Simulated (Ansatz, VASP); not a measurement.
## SiNi: VASP beside Ansatz

File INCAR:

```
SYSTEM = SiNi
PREC     = Accurate       ! precision mode
ENCUT    = 600            ! plane-wave cutoff, eV
EDIFF    = 1E-6           ! SCF threshold, eV
ISMEAR   = -1             ! smearing method
SIGMA    = 0.1            ! smearing width, eV
LREAL    = .FALSE.        ! projectors in reciprocal space
LASPH    = .TRUE.         ! aspherical terms in the spheres
NELM     = 200            ! most SCF steps
ALGO     = Normal         ! electronic algorithm
ISIF     = 2              ! what is computed and relaxed
LWAVE    = .FALSE.        ! write WAVECAR
LCHARG   = .FALSE.        ! write CHGCAR
ISPIN    = 2              ! spin polarisation
MAGMOM   = 0 0 0 0 1 1 1 1 ! initial moments
LORBIT   = 11             ! projections on sites
LMAXMIX  = 4              ! l up to which the mixer works
GGA      = PS             ! functional
NBANDS   = 42             ! bands
GGA_COMPAT= .FALSE.
```

Contents of KPOINTS:

```
Automatic mesh
0
G
  6 6 6
  0 0 0
```

Contents of POSCAR:

```
SiNi
1.0
    4.4967800000      0.0000000000      0.0000000000
    0.0000000000      4.4967800000      0.0000000000
    0.0000000000      0.0000000000      4.4967800000
Si Ni
4 4
Direct
    0.8601000000      0.8601000000      0.8601000000
    0.1399000000      0.3601000000      0.6399000000
    0.3601000000      0.6399000000      0.1399000000
    0.6399000000      0.1399000000      0.3601000000
    0.1470000000      0.1470000000      0.1470000000
    0.3530000000      0.8530000000      0.6470000000
    0.6470000000      0.3530000000      0.8530000000
    0.8530000000      0.6470000000      0.3530000000
```

Input for Ansatz:

```yaml
crystal:
  lattice:
    bravais: cubic
    a: 4.49678
  space_group: 198
  atoms:
    - { symbol: Si, position: [0.8601, 0.8601, 0.8601] }
    - { symbol: Ni, position: [0.147, 0.147, 0.147] }
basis:
  ecutwfc: 510.0
kpoints:
  mp_grid:
    grid: [6, 6, 6]
hamiltonian:
  xc: pbesol
magnetization:
  spin_polarized: true
  per_species:
    Ni: 1.0
scf:
  n_extra_bands: 22
  convergence:
    dr2_threshold: 1.0e-09
  occupations:
    method: fermi_dirac
    width: 0.1
output:
  dos:
    de: 0.1
    method:
      smearing:
        sigma: 0.15
    projected: true
```

Alike in both runs: task single point; functional PBEsol; k mesh 6 × 6 × 6; occupations fermi-dirac, width 0.1 eV; collinear spin.

|  | VASP | Ansatz |
| --- | --- | --- |
| version | VASP 6.6.1 | Ansatz 0.2.0 |
| potentials or method | VASP PAW PBE potentials, release 64 (Si, Ni), cutoff 600 eV | plane waves, PAW |
| valence electrons in the cell | 56 | 88 |

|  | VASP | Ansatz | Ansatz less VASP |
| --- | --- | --- | --- |
| gap on the k mesh at the Fermi level (eV) | none | none | - |
| net moment per atom (μB) | 0.00 | 0.00 | 0.000 |

VASP's potentials were made for PBE, not for PBEsol. A gap of «none» marks a metal or a gap that the smearing closes. With one functional, cell and mesh, what is left measures potentials, basis and numerics. VASP's potentials hold 56 valence electrons a cell and Ansatz's 88, so a difference there can come from the potentials and not from the codes. Ansatz's warnings: seeded moment not kept.
